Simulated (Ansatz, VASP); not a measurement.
# One calculation of Al, two programs

```
CELL_PARAMETERS angstrom
0.00000 2.33651 1.51873
2.33651 0.00000 1.51873
2.33651 2.33651 0.00000
ATOMIC_POSITIONS crystal
Al 0.00000 0.00000 0.00000
```

Alike in both runs: task single point; functional r2SCAN; k mesh 22 × 22 × 22; occupations gaussian, width 0.2 eV; no spin polarisation.

|  | VASP | Ansatz |
| --- | --- | --- |
| version | VASP 6.6.1 | Ansatz 0.2.0 |
| potentials or method | VASP PAW PBE potentials, release 64 (Al), cutoff 520 eV | scalar-relativistic, plane waves, PAW |
| valence electrons in the cell | 3 | 3 |

Ansatz gave:

| Quantity | Value |
| --- | --- |
| gap on the k mesh at the Fermi level (eV) | none |
| pressure (GPa) | -1.8 |
| traceless stress, the component that is largest in VASP (GPa) | -1.44 |

Q: Estimate VASP's values.

A: gap on the k mesh at the Fermi level (eV): none; pressure (GPa): -2.1; traceless stress, the component that is largest in VASP (GPa): -1.44.

VASP's potentials were made for PBE, not for r2SCAN. A gap of «none» marks a metal or a gap that the smearing closes. The functional is the same, so the differences come from potentials, cutoffs and numerics.
